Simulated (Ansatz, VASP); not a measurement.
## CdO: VASP beside Ansatz

```
CELL_PARAMETERS angstrom
0.00000 2.38346 2.38346
2.38346 0.00000 2.38346
2.38346 2.38346 0.00000
ATOMIC_POSITIONS crystal
Cd 0.00000 0.00000 0.00000
O 0.50000 0.50000 0.50000
```

Alike in both runs: functional PBE; k mesh 6 × 6 × 6; occupations gaussian, width 0.1 eV; no spin polarisation.

Ansatz relaxed the structure, and its values are those at the end. VASP's run is a single point on that final structure, the one shown.

```csv
,VASP,Ansatz
version,VASP 6.6.1,Ansatz 0.2.0
potentials or method,"VASP PAW PBE potentials, release 64 (Cd_sv_GW, O), cutoff 700 eV","scalar-relativistic, plane waves, PAW"
valence electrons in the cell,26,26
```

Ansatz gave:

```
gap on the k mesh at the Fermi level (eV) : none
pressure (GPa)                            : 0.1
```

Problem. What did VASP give for the same quantities?

Solution. gap on the k mesh at the Fermi level (eV): none; pressure (GPa): -0.1.

A gap of «none» marks a metal or a gap that the smearing closes.

The k mesh is coarse, so the values compare programs but aren't converged.
